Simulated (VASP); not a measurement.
Crystal: H3C2.

```
H C
1.0
     3.47794   -3.24607    0.08286
     3.47794    3.24607    0.08286
    -0.66793    0.00000    4.23517
H C
6 4
Direct
  0.25535 0.25535 0.52693
  0.74465 0.74465 0.47307
  0.21782 0.49440 0.22402
  0.50560 0.78218 0.77598
  0.78218 0.50560 0.77598
  0.49440 0.21782 0.22402
  0.07968 0.07968 0.08073
  0.92032 0.92032 0.91927
  0.27088 0.27088 0.27270
  0.72912 0.72912 0.72730
```

| Property | Result |
| --- | --- |
| Program | VASP 6.6.1 |
| Task | relaxation of shape and atoms at fixed volume |
| Functional | PBE |
| Dispersion | D3(BJ) |
| Potentials or basis | VASP PAW PBE potentials, release 64 (H, C) |
| Cutoff | 600 eV |
| k mesh | 6 × 6 × 6 |
| Occupations | gaussian, width 0.02 eV |
| Spin | no spin polarisation |

At the start: pressure -3.0 GPa; volume 9.60 Å³/atom.

Q: How do energy, volume and symmetry change on relaxing?

A: Over 14 steps the energy falls by 2.2 meV/atom; space group C2/m (No. 12, to 0.1 Å) before and after.

Step by step:
```csv
step,energy change (eV),largest force (eV/Å),pressure (GPa),volume (Å³)
1,0.0000,0.5822,-3.03,95.99
2,0.1493,6.7521,2.16,95.99
3,-0.0074,0.5745,-2.17,95.99
4,-0.0212,0.2282,0.00,95.99
5,-0.0223,0.0556,-0.46,95.99
6,-0.0219,0.2842,-0.20,95.99
7,-0.0223,0.0304,-0.40,95.99
8,-0.0223,0.0296,-0.37,95.99
9,-0.0223,0.0285,-0.37,95.99
10,-0.0224,0.0414,-0.36,95.99
11,-0.0224,0.0367,-0.36,95.99
12,-0.0224,0.0262,-0.38,95.99
13,-0.0224,0.0105,-0.37,95.99
14,-0.0224,0.0051,-0.39,95.99
```

Final structure:
```
H C
1.0
     3.46491   -3.25602    0.06835
     3.46491    3.25602    0.06835
    -0.68321    0.00000    4.24056
H C
6 4
Cartesian
  1.4107 0.0000 2.2543
  4.8359 0.0000 2.1229
  2.3051 0.8895 0.9998
  3.9415 0.8895 3.3775
  3.9415 -0.8895 3.3775
  2.3051 -0.8895 0.9998
  0.4957 0.0000 0.3519
  5.7509 0.0000 4.0254
  1.6853 0.0000 1.1898
  4.5613 0.0000 3.1875
```
